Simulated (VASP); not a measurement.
# GeS (Pnma) in VASP: notebook

Runs on GeS. Level: PBE. Tasks: single point, relaxation of cell and atoms.

All numbers are computed with VASP 6.6.1; they aren't measurements. Logs are shortened: lines on timing, memory, paths and dates and some standing lists are left out, and cuts for length are marked.

## Step 1: The cell of the first run

Symmetry: Pnma, No. 62, orthorhombic system. Conventional cell: a = 10.860 Å, b = 3.691 Å, c = 4.395 Å, α = 90.00°, β = 90.00°, γ = 90.00°. Within 3.2 Å of Ge (site symmetry m) lie 3 S at 2.45 to 2.47 Å. S (site symmetry m) has 3 Ge at 2.45 to 2.47 Å within 3.2 Å.

## Step 2: Single point, PBE

INCAR

```
SYSTEM = GeS
ALGO = Normal ; EDIFF = 1E-6
ENCUT = 500 ; GGA = PE
GGA_COMPAT = .FALSE. ; ISIF = 2
ISMEAR = 0 ; LASPH = .TRUE.
LCHARG = .FALSE. ; LREAL = .FALSE.
LWAVE = .FALSE. ; NBANDS = 50
NELM = 120 ; PREC = Accurate
SIGMA = 0.01
```

KPOINTS

```
k-points
0
G
  2 5 4
  0 0 0
```

POSCAR

```
GeS
1.0
   10.8595822037      0.0000000000      0.0000000000
    0.0000000000      3.6909988726      0.0000000000
    0.0000000000      0.0000000000      4.3945296361
Ge S
4 4
Direct
    0.1275613682      0.2500000000      0.1291602342
    0.3724386318      0.7500000000      0.6291602342
    0.6275613682      0.2500000000      0.3708397658
    0.8724386318      0.7500000000      0.8708397658
    0.8470914497      0.2500000000      0.5037634741
    0.6529085503      0.7500000000      0.0037634741
    0.3470914497      0.2500000000      0.9962365259
    0.1529085503      0.7500000000      0.4962365259
```

Potentials or basis: VASP PAW PBE potentials, release 64 (Ge_d, S).

Command:

```
> cat potpaw_PBE.64/Ge_d/POTCAR potpaw_PBE.64/S/POTCAR > POTCAR
> mpirun -np 1 vasp_std > vasp.out
```

OUTCAR:

```text
SYSTEM = GeS
   EDIFF = 1E-6
   ENCUT = 500
   GGA = PE
   ISIF = 2
   ISMEAR = 0
   LASPH = .TRUE.
   LREAL = .FALSE.
   NELM = 120
   PREC = Accurate

 ion  position               nearest neighbor table
   1  0.128  0.250  0.129-   7 2.45   8 2.47   8 2.47
   2  0.372  0.750  0.629-   8 2.45   7 2.47   7 2.47
   3  0.628  0.250  0.371-   5 2.45   6 2.47   6 2.47
   4  0.872  0.750  0.871-   6 2.45   5 2.47   5 2.47
   5  0.847  0.250  0.504-   3 2.45   4 2.47   4 2.47
   6  0.653  0.750  0.004-   4 2.45   3 2.47   3 2.47
   7  0.347  0.250  0.996-   1 2.45   2 2.47   2 2.47
   8  0.153  0.750  0.496-   2 2.45   1 2.47   1 2.47

  LATTYP: Found a simple orthorhombic cell.
 ALAT       =     3.6909988726
 B/A-ratio  =     1.1906071467
 C/A-ratio  =     2.9421797672

  Lattice vectors:

 A1 = (   0.0000000000,   3.6909988726,   0.0000000000)
 A2 = (   0.0000000000,   0.0000000000,   4.3945296361)
 A3 = (  10.8595822037,   0.0000000000,   0.0000000000)

Analysis of symmetry for initial positions (statically):
=====================================================================
 Subroutine PRICEL returns:
 Original cell was already a primitive cell.

 Routine SETGRP: Setting up the symmetry group for a
 simple orthorhombic supercell.

 Subroutine GETGRP returns: Found  8 space group operations
 (whereof  2 operations were pure point group operations)
 out of a pool of  8 trial point group operations.

The static configuration has the point symmetry S_2 .
 The point group associated with its full space group is D_2h.

Analysis of symmetry for dynamics (positions and initial velocities):
=====================================================================
 Subroutine PRICEL returns:
 Original cell was already a primitive cell.

 Routine SETGRP: Setting up the symmetry group for a
 simple orthorhombic supercell.

 Subroutine GETGRP returns: Found  8 space group operations
 (whereof  2 operations were pure point group operations)
 out of a pool of  8 trial point group operations.

The dynamic configuration has the point symmetry S_2 .
 The point group associated with its full space group is D_2h.

 Subroutine INISYM returns: Found  8 space group operations
 (whereof  2 operations are pure point group operations),
 and found     1 'primitive' translations

[... 99 lines left out ...]
   EDIFF  = 0.1E-05   stopping-criterion for ELM
   LREAL  =      F    real-space projection
   EDIFFG = 0.1E-04   stopping-criterion for IOM
   NSW    =      0    number of steps for IOM
   IBRION =     -1    ionic relax: 0-MD 1-quasi-New 2-CG
   NFREE  =      0    steps in history (QN), initial steepest desc. (CG)
   ISIF   =      2    stress and relaxation
   ISYM   =      2    0-nonsym 1-usesym 2-fastsym
   POTIM  = 0.5000    time-step for ionic-motion
   TEBEG  =    0.0;   TEEND  =   0.0 temperature during run
   PSTRESS=    0.0 pullay stress
   NELECT =      80.0000    total number of electrons
   NUPDOWN=      -1.0000    fix difference up-down
   EMIN   =  10.00;   EMAX   =-10.00  energy-range for DOS
   EFERMI =   0.00;   METHOD = LEGACY
   ISMEAR =     0;   SIGMA  =   0.01  broadening in eV -4-tet -1-fermi 0-gaus
   EFERMI_NEDOS =   21; number of points for ismear=-14 and -15
   IALGO  =     38    algorithm
   IMIX   =      4    mixing-type and parameters
     AMIX     =   0.40;   BMIX     =  1.00
     AMIX_MAG =   1.60;   BMIX_MAG =  1.00
  volume/ion in A,a.u.               =      22.02       148.59
  Fermi-wavevector in a.u.,A,eV,Ry     =   1.258389  2.378011 21.545419  1.583544
  Thomas-Fermi vector in A             =   2.392001
   LORBIT       =      0    0 simple, 1 ext, 2 COOP (PROOUT), +10 PAW based schemes
   GGA     = PE    functional components
   LHFCALC =     F    Hartree Fock is set to
   AEXX    =    0.0000 exact exchange contribution
   IVDW    =     0    specifies the selected vdW correction
   LEPSILON=     F    determine dielectric tensor
   LRPA    =     F    only Hartree local field effects (RPA)
 non-spin polarized calculation
 Gauss-broadening in eV      SIGMA  =   0.01
  energy-cutoff  :      500.00
  volume of cell :      176.14
 maximum number of plane-waves:      4488
 NGX is ok and might be reduce to    80
   NGX = 39   NGY = 13   NGZ = 17

 number of electron      80.0000042 magnetization

 Free energy of the ion-electron system (eV)
  ---------------------------------------------------
  ext. energy  EPLUGINS =         0.00000000
  ---------------------------------------------------
  free energy    TOTEN  =       -36.64614656 eV

  energy without entropy =      -36.64614656  energy(sigma->0) =      -36.64614656

 E-fermi :   4.3084     XC(G=0):  -9.7510

 val. band max:        4.2483076723   @ k =   0.0000   0.0000   0.0000
 cond. band min:       5.4422267482   @ k =   0.0000   0.0000   0.0000
 fundamental gap:      1.1939190759
 Fermi energy:         4.3083685876

 k-point     1 :       0.0000    0.0000    0.0000
  band No.  band energies     occupation
      1     -20.1053      2.00000
      2     -20.1037      2.00000
      3     -20.0989      2.00000
      4     -20.0980      2.00000
      5     -20.0979      2.00000
      6     -20.0972      2.00000
[... 943 lines left out ...]
     49      10.7629      0.00000
     50      10.7753      0.00000

------------------------ aborting loop because EDIFF is reached ----------------------------------------

  FORCE on cell =-STRESS in cart. coord.  units (eV):
  Direction    XX          YY          ZZ          XY          YZ          ZX
  --------------------------------------------------------------------------------------
  -------------------------------------------------------------------------------------
  Total       -0.1419130     -0.1213638     -0.0891701      0.0000000      0.0000000      0.0000000
  in kB       -1.2908131     -1.1039013     -0.8110740      0.0000000      0.0000000      0.0000000
  external PRESSURE =      -1.0685961 kB  Pullay stress =       0.0000000 kB

 VOLUME and BASIS-vectors are now :
 -----------------------------------------------------------------------------
  energy-cutoff  :      500.00
  volume of cell :      176.14
      direct lattice vectors                 reciprocal lattice vectors
    10.859582204  0.000000000  0.000000000     0.092084574  0.000000000  0.000000000
     0.000000000  3.690998873  0.000000000     0.000000000  0.270929370  0.000000000
     0.000000000  0.000000000  4.394529636     0.000000000  0.000000000  0.227555639

 POSITION                                       TOTAL-FORCE (eV/Angst)
 -----------------------------------------------------------------------------------
      1.38526      0.92275      0.56760         0.007480      0.000000     -0.005875
      4.04453      2.76825      2.76486        -0.007480     -0.000000     -0.005875
      6.81505      0.92275      1.62967         0.007480     -0.000000      0.005875
      9.47432      2.76825      3.82693        -0.007480     -0.000000      0.005875
      9.19906      0.92275      2.21380        -0.002981      0.000000     -0.003577
      7.09031      2.76825      0.01654         0.002981      0.000000     -0.003577
      3.76927      0.92275      4.37799        -0.002981      0.000000      0.003577
      1.66052      2.76825      2.18073         0.002981      0.000000      0.003577
 -----------------------------------------------------------------------------------
    total drift:                               -0.000000     -0.000000      0.000000

  FREE ENERGIE OF THE ION-ELECTRON SYSTEM (eV)
  ---------------------------------------------------
  free  energy   TOTEN  =       -36.6461465635 eV

  energy  without entropy=      -36.6461465635  energy(sigma->0) =      -36.64614656
```

OSZICAR:

```text
N       E                     dE             d eps       ncg     rms          rms(c)
DAV:   1     0.912112120359E+03    0.91211E+03   -0.35609E+04  2310   0.342E+03
DAV:   2     0.148712449754E+03   -0.76340E+03   -0.72978E+03  1800   0.941E+02
DAV:   3    -0.223220693604E+02   -0.17103E+03   -0.16231E+03  2076   0.226E+02
DAV:   4    -0.369378313527E+02   -0.14616E+02   -0.14362E+02  2160   0.727E+01
DAV:   5    -0.374687079592E+02   -0.53088E+00   -0.52889E+00  2166   0.140E+01    0.126E+01
DAV:   6    -0.366478515828E+02    0.82086E+00   -0.16474E+00  2524   0.674E+00    0.827E+00
DAV:   7    -0.366538670545E+02   -0.60155E-02   -0.65469E-01  2352   0.281E+00    0.211E+00
DAV:   8    -0.366455889538E+02    0.82781E-02   -0.70341E-02  2468   0.188E+00    0.405E-01
DAV:   9    -0.366459542885E+02   -0.36533E-03   -0.10257E-02  2180   0.665E-01    0.154E-01
DAV:  10    -0.366460767419E+02   -0.12245E-03   -0.93357E-04  2156   0.149E-01    0.709E-02
DAV:  11    -0.366461487937E+02   -0.72052E-04   -0.11647E-04  2312   0.623E-02    0.305E-02
DAV:  12    -0.366461441807E+02    0.46131E-05   -0.34944E-05  2030   0.268E-02    0.119E-02
DAV:  13    -0.366461466776E+02   -0.24969E-05   -0.10669E-05  1844   0.215E-02    0.483E-03
DAV:  14    -0.366461465635E+02    0.11407E-06   -0.12540E-06  1278   0.821E-03
   1 F= -.36646147E+02 E0= -.36646147E+02  d E =-.304089E-19
```

stdout:

```text
POSCAR found type information on POSCAR GeS
 POSCAR found :  2 types and       8 ions
 scaLAPACK will be used
 LDA part: xc-table for (Slater+PW92), standard interpolation
 POSCAR, INCAR and KPOINTS ok, starting setup
 FFT: planning ... GRIDC
 FFT: planning ... GRID_SOFT
 FFT: planning ... GRID
 WAVECAR not read
 entering main loop
```

It took 51 s on 1 thread of Intel Xeon 6975P-C (Granite Rapids), shared host; peak memory 0.31 GiB.

What came out:

```yaml
Free_energy: -36.6461 eV
Pressure: -0.1 GPa
Largest_force: 0.010 eV/Å
Band_gap_on_the_k_mesh: 1.19 eV, direct
```

Forces in eV/Å, atoms in the order of the input:
```
Ge   0.007  0.000 -0.006
Ge  -0.007  0.000 -0.006
Ge   0.007  0.000  0.006
Ge  -0.007  0.000  0.006
S   -0.003  0.000 -0.004
S    0.003  0.000 -0.004
S   -0.003  0.000  0.004
S    0.003  0.000  0.004
```

A k mesh can miss the band edges.

## Step 3: Relaxation of cell and atoms, PBE

This run uses another cell than the first one, of 20.54 Å³/atom, 0.933 times its volume.

INCAR

```
SYSTEM = GeS
ALGO = Normal
EDIFF = 1E-7
EDIFFG = -0.01
ENCUT = 500
GGA = PE
GGA_COMPAT = .False.
IBRION = 2
ISIF = 3
ISMEAR = 0
LASPH = .True.
LCHARG = .False.
LREAL = .False.
LWAVE = .False.
NELM = 120
NELMIN = 4
NSW = 100
PREC = Accurate
SIGMA = 0.01
```

KPOINTS

```
k-points
0
Gamma
  2 5 4
  0 0 0
```

POSCAR

```
GeS
1.0
   10.4810000000      0.0000000000      0.0000000000
    0.0000000000      3.6460000000      0.0000000000
    0.0000000000      0.0000000000      4.2990000000
Ge S
4 4
Direct
    0.1221000000      0.2500000000      0.1277000000
    0.3779000000      0.7500000000      0.6277000000
    0.6221000000      0.2500000000      0.3723000000
    0.8779000000      0.7500000000      0.8723000000
    0.8495000000      0.2500000000      0.5023000000
    0.6505000000      0.7500000000      0.0023000000
    0.3495000000      0.2500000000      0.9977000000
    0.1505000000      0.7500000000      0.4977000000
```

Potentials or basis: VASP PAW PBE potentials, release 64 (Ge_d, S).

Command:

```
> cat potpaw_PBE.64/Ge_d/POTCAR potpaw_PBE.64/S/POTCAR > POTCAR
> mpirun -np 1 vasp_std > vasp.out
```

Wall time 9.3 min (1 thread of Intel Xeon 6975P-C (Granite Rapids), shared host); peak memory 0.31 GiB.

Results (log left out):

* Free energy: -36.6382 eV
* Relaxed volume: 21.84 Å³/atom
* Relaxed cell: a = 10.795 Å, b = 3.688 Å, c = 4.389 Å, α = 90.00°, β = 90.00°, γ = 90.00°
* Space group after relaxing (to 0.05 Å): Pnma (No. 62)
* Energy gained by relaxing: 7.4 meV/atom
* Ionic steps: 12
* Pressure after relaxing: 0.0 GPa
* Largest force after relaxing: 0.009 eV/Å
* Band gap on the k mesh: 1.20 eV, direct

Forces on the atoms (eV/Å):
```
Ge   0.007  0.000  0.000
Ge  -0.007  0.000  0.000
Ge   0.007  0.000  0.000
Ge  -0.007  0.000  0.000
S    0.009  0.000  0.004
S   -0.009  0.000  0.004
S    0.009  0.000 -0.004
S   -0.009  0.000 -0.004
```

Stress tensor (GPa, compression positive):
```
 0.07  0.00  0.00
 0.00  0.01  0.00
 0.00  0.00 -0.04
```

The path:
```csv
step,energy change (eV),largest force (eV/Å),pressure (GPa),volume (Å³)
1,0.0000,0.1353,2.36,164.28
2,-0.0347,0.2345,-0.67,171.56
3,-0.0402,0.1405,0.10,169.54
4,-0.0449,0.1107,0.09,170.19
5,-0.0510,0.0470,0.06,171.87
6,-0.0513,0.0408,0.05,172.32
7,-0.0546,0.0397,-0.02,173.07
8,-0.0582,0.0409,-0.14,174.86
9,-0.0579,0.0412,0.29,174.19
10,-0.0588,0.0150,0.05,174.55
11,-0.0589,0.0133,-0.02,174.81
12,-0.0589,0.0095,0.01,174.75
```

Final structure:
```
Ge S
1.0
    10.79530    0.00000    0.00000
     0.00000    3.68842    0.00000
     0.00000    0.00000    4.38879
Ge S
4 4
Cartesian
  1.3665 0.9221 0.5667
  4.0312 2.7663 2.7611
  6.7641 0.9221 1.6277
  9.4288 2.7663 3.8221
  9.1478 0.9221 2.2093
  7.0451 2.7663 0.0149
  3.7502 0.9221 4.3739
  1.6475 2.7663 2.1795
```

Levels at points of the mesh, in eV from the valence-band top:
| k point | band 37 | band 38 | band 39 | band 40 | band 41 | band 42 | band 43 | band 44 |
| --- | --- | --- | --- | --- | --- | --- | --- | --- |
| (0.00, 0.00, 0.00) | -1.60 | -0.89 | -0.71 | 0.00 | 1.20 | 2.62 | 2.76 | 3.00 |
| (0.50, 0.00, 0.00) | -1.78 | -1.78 | -0.32 | -0.32 | 2.43 | 2.43 | 2.60 | 2.60 |
| (0.00, 0.00, 0.50) | -0.93 | -0.93 | -0.28 | -0.28 | 1.76 | 1.76 | 2.48 | 2.48 |
| (0.50, 0.00, 0.50) | -0.75 | -0.75 | -0.31 | -0.31 | 1.76 | 1.76 | 2.35 | 2.35 |
